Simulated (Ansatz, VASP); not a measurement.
# Two plane-wave programs on MgO

```
Mg O
1.0
     3.25534    0.00000    0.00000
    -1.62767    2.81920    0.00000
     0.00000    0.00000   10.41495
Mg O
4 4
Direct
  0.33333 0.66667 0.96960
  0.00000 0.00000 0.22095
  0.00000 0.00000 0.72095
  0.66667 0.33333 0.46960
  0.33333 0.66667 0.77992
  0.80033 0.00000 0.59195
  0.00000 0.00000 0.02954
  0.66667 0.33333 0.27992
```

Alike in both runs: task single point; functional PBEsol; k mesh 9 × 9 × 4; occupations gaussian, width 0.05 eV; no spin polarisation.

|  | VASP | Ansatz |
| --- | --- | --- |
| version | VASP 6.6.1 | Ansatz 0.2.0 |
| potentials or method | VASP PAW PBE potentials, release 64 (Mg, O), cutoff 520 eV | scalar-relativistic, plane waves, PAW |
| valence electrons in the cell | 32 | 64 |

VASP gave:

- gap on the k mesh at the Fermi level (eV): 0.67
- least direct gap on the mesh (eV): 0.67
- pressure (GPa): 13.5
- traceless stress, the component that is largest in VASP (GPa): 17.60
- rms of the force components (eV/Å): 4.956

What did Ansatz give for the same quantities?

gap on the k mesh at the Fermi level (eV): 0.71; least direct gap on the mesh (eV): 0.71; pressure (GPa): 12.8; traceless stress, the component that is largest in VASP (GPa): 16.41; rms of the force components (eV/Å): 4.666.

VASP's potentials were made for PBE, not for PBEsol, and Ansatz warns of the same on its side. Atom by atom the forces differ by 0.296 eV/Å (rms over components). VASP's potentials hold 32 valence electrons a cell and Ansatz's 64, so a difference there can come from the potentials and not from the codes.
